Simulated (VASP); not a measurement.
Write the native input for VASP 6.6.1 that does the following.

```
Task                   : single point
Functional             : PBE
Dispersion             : D3(BJ)
Potentials or basis    : VASP PAW PBE potentials, release 64 (O, H, Ca_sv, Cl)
Cutoff                 : 520 eV
k mesh                 : 1 × 1 × 1
Occupations            : fermi-dirac, width 0.05 eV
Spin                   : no spin polarisation
Dipole correction      : no
Further INCAR settings : ALGO = Normal; EDIFF = 1e-06; NBANDS = 63
```

The structure of CaH16Cl2O8 lies in POSCAR:

```
CaH16Cl2O8
1.0
    6.9561890000      0.0000000000      0.0000000000
    0.0000000000      6.9561890000      0.0000000000
    0.0000000000      0.0000000000      6.9561890000
O H Ca Cl
8 16 1 2
Direct
    0.9515123870      0.7636940284      0.1846700830
    0.4456319401     -0.2718011256      0.4905128368
    0.2422734632      0.3364485928      0.8212974087
    0.3889198525      0.6957545288      0.0229867245
    0.1864382926      0.9337727885      0.7086207692
    0.1857195082      0.4689924325      0.3277081747
    0.0026595022      0.1697768706      0.5034940828
    0.9820894746      0.2528970964      1.0570011827
    0.8993717681      0.7368402440      0.0576177559
    1.0235202063      0.6435420314      0.2215580974
    0.3339040961     -0.2483112520      0.5784489179
    0.4694237031     -0.3995434857      0.5146927434
    0.2852567692      0.2552115821      0.9222722384
    0.0991347417      0.3661487634      0.8753931211
    0.5089712197      0.6827445315     -0.0316983912
    0.3035282681      0.5909413905     -0.0406831959
    0.0719215651      0.8526076563      0.7505402743
    0.2987555399      0.8955765865      0.7740588992
    0.2891094535      0.5638288436      0.3102129629
    0.1488171181      0.4036549323      0.2044366535
    0.1010323325      0.2617525200      0.4479032988
    0.0406400689      0.1397029322      0.6397899770
    0.8592060969      0.2583742334      1.1218930365
    1.0566274148      0.1346139388      1.0226145379
    0.7348707748      0.9172407478      0.4081545225
    0.6030888465      0.2202211585      0.3064609084
    0.8022496226      0.7070394436      0.7999782640
```

These files were run (other wordings do the same):

INCAR

```
SYSTEM = CaH16Cl2O8
PREC = Accurate
ENCUT = 520
EDIFF = 1E-6
ISMEAR = -1
SIGMA = 0.05
LREAL = .FALSE.
LASPH = .TRUE.
NELM = 120
ALGO = Normal
ISIF = 2
LWAVE = .FALSE.
LCHARG = .TRUE.
GGA = PE
IVDW = 12
LELF = .TRUE.
LVHAR = .TRUE.
NBANDS = 63
GGA_COMPAT = .FALSE.
```

KPOINTS

```
Automatic mesh
0
G
  1 1 1
  0 0 0
```

Potentials or basis: VASP PAW PBE potentials, release 64 (O, H, Ca_sv, Cl).

Launch:

```bash
$ cat potpaw_PBE.64/O/POTCAR potpaw_PBE.64/H/POTCAR potpaw_PBE.64/Ca_sv/POTCAR potpaw_PBE.64/Cl/POTCAR > POTCAR
$ mpirun -np 1 vasp_gam > vasp.out
```

It gave:

```yaml
Pressure: 0.3 GPa
Largest_force: 4.450 eV/Å
Dispersion_energy_per_atom: -0.049 eV
```

Caveat: the k points lie up to 0.90 Å⁻¹ apart; the atoms stand as in a frame of molecular dynamics.

It took 95 s on 1 thread of Intel Xeon 8259CL, with other jobs on the host, peak memory 0.41 GiB.
